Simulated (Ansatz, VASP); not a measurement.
## One calculation of Te2Mo, two programs

```
CELL_PARAMETERS angstrom
3.36696 0.00000 0.00000
-1.68348 2.91587 0.00000
0.00000 0.00000 7.82691
ATOMIC_POSITIONS crystal
Te 0.33333 0.66667 0.76226
Te 0.33333 0.66667 0.23774
Mo 0.00000 0.00000 0.00000
```

Change from the starting cell: biaxial_xy strain -4.8%.

Alike in both runs: task single point; functional PBE; k mesh 12 × 12 × 4; occupations fermi-dirac, width 0.02 eV; no spin polarisation.

```csv
,VASP,Ansatz
version,VASP 6.6.1,Ansatz 0.2.0
potentials or method,"VASP PAW PBE potentials, release 64 (Te, Mo_sv)","plane waves, PAW"
plane-wave cutoff (eV),520,420
valence electrons in the cell,26,46
```

```tsv
	VASP	Ansatz	Ansatz less VASP
pressure (GPa)	7.7	7.7	-0.01
traceless stress, the component that is largest in VASP (GPa)	-3.91	-3.96	-0.060
rms of the force components (eV/Å)	0.107	0.102	-0.0051
```

Atom by atom the forces differ by 0.005 eV/Å (rms over components). With one functional, cell and mesh, what is left measures potentials, basis and numerics. VASP's potentials hold 26 valence electrons a cell and Ansatz's 46, so a difference there can come from the potentials and not from the codes.

Spin-orbit coupling is off throughout.
